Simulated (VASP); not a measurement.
Set up this calculation in VASP 6.6.1, as the native input.

```yaml
Task: single point
Functional: PBE
Potentials_or_basis: VASP PAW PBE potentials, release 64 (Zr_sv, B)
Cutoff: 520 eV
k_mesh: 6 × 6 × 4
Occupations: gaussian, width 0.1 eV
Spin: collinear spin, ferromagnetic start
Starting_moments: "[1.0, 1.0, 0.0, 0.0, 0.0] μB"
Dipole_correction: no
Further_INCAR_settings: ALGO = Normal; EDIFF = 1e-07; NBANDS = 28
```

The structure of Zr2B3 lies in POSCAR:

```
Zr2B3
1.0
    3.9030660932      0.0000000000      0.0000000000
   -1.9515330466      3.3801543894      0.0000000000
    0.0000000000      0.0000000000      4.9793765227
Zr B
2 3
Direct
    0.6666666667      0.3333333333      0.5000000000
    0.3333333333      0.6666666667      0.0000000000
    0.0000000000      0.0000000000      0.6743147072
    0.0000000000      0.0000000000      0.3256852928
    0.6666666667      0.3333333333      0.0000000000
```

One way to write it, as run:

INCAR

```
  PREC = Accurate
  ENCUT = 520
  EDIFF = 1E-7
  ISMEAR = 0
  SIGMA = 0.1
  LREAL = F
  LASPH = T
  NELM = 150
  ALGO = Normal
  ISIF = 2
  LWAVE = F
  LCHARG = F
  ISPIN = 2
  MAGMOM = 1 1 0 0 0
  LORBIT = 11
  LMAXMIX = 4
  GGA = PE
  NBANDS = 28
```

KPOINTS

```
regular mesh
0
Gamma
  6 6 4
```

Potentials or basis: VASP PAW PBE potentials, release 64 (Zr_sv, B).

Command:

```bash
$ cat potpaw_PBE.64/Zr_sv/POTCAR potpaw_PBE.64/B/POTCAR > POTCAR
$ mpirun -np 1 vasp_std > vasp.out
```

It gave:

```yaml
Pressure: 0.1 GPa
Largest_force: 0.010 eV/Å
Net_moment: 0.00 μB per cell
Valence_electrons_inside_the_program's_atomic_spheres: Zr 9.94, 9.91; B 1.75, 1.80
```

Run time: 80 s on 1 thread of AMD EPYC 7R43 64-Core Processor (Zen 3), on a shared host, peak memory 0.2 GiB.
